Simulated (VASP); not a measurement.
A run of VASP 6.6.1 is set up as follows.

INCAR

```
SYSTEM = C
PREC = Accurate
ENCUT = 520
EDIFF = 1E-6
ISMEAR = -1
SIGMA = 0.05
LREAL = Auto
LASPH = .True.
NELM = 120
ALGO = Normal
ISIF = 2
LWAVE = .False.
LCHARG = .False.
GGA = PE
IVDW = 12
NBANDS = 51
GGA_COMPAT = .False.
ISYM = -1
```

KPOINTS

```
explicit points
4
Reciprocal
  0.25000000   0.25000000   0.25000000 2
  0.25000000   0.25000000   0.75000000 2
  0.25000000   0.75000000   0.25000000 2
  0.25000000   0.75000000   0.75000000 2
```

Contents of POSCAR:

```
C
1.0
    3.6964953839     -6.4025178148      0.0000000000
   -7.3929907677      0.0000000000      0.0000000000
    0.0000000000      0.0000000000     -8.5521218516
C
18
Direct
    0.4483001974      0.5782659203     -0.0229047251
    0.1081791601      0.5867027165     -0.0163217974
    0.7758324371      0.5789905814     -0.0085793913
    0.4443055189      0.2388933458     -0.0283832485
    0.1173241562      0.2517482113     -0.0148440355
    0.7840834099      0.2489580689     -0.0169052783
    0.4313606115      0.9072797086     -0.0265679096
    0.1007242805      0.9142224101     -0.0171910553
    0.7801929092      0.9190369231     -0.0190131762
    0.5530435217      0.4657386886     -0.0124924553
    0.2329308630      0.4784082614     -0.0250245499
    0.8917838521      0.4763256175     -0.0052833672
    0.5589032477      0.1424694428     -0.0194472206
    0.2184337538      0.1327767602     -0.0314723065
    0.8960520167      0.1383100799     -0.0100072241
    0.5594956709      0.8044994714     -0.0233049766
    0.2186089973      0.8117677051     -0.0153842523
    0.8837645070      0.7961745937     -0.0105481425
```

Potentials or basis: VASP PAW PBE potentials, release 64 (C).

Launch:

```sh
$ cat potpaw_PBE.64/C/POTCAR > POTCAR
$ mpirun -np 1 vasp_std > vasp.out
```

(1) What does it give for the dispersion energy per atom?

(2) What does it give for the largest force?

## Answers

(1) -0.090 eV.

(2) 5.245 eV/Å.

Caveat: the atoms stand as in a frame of molecular dynamics; there is no dipole correction, which matters where the two faces differ.
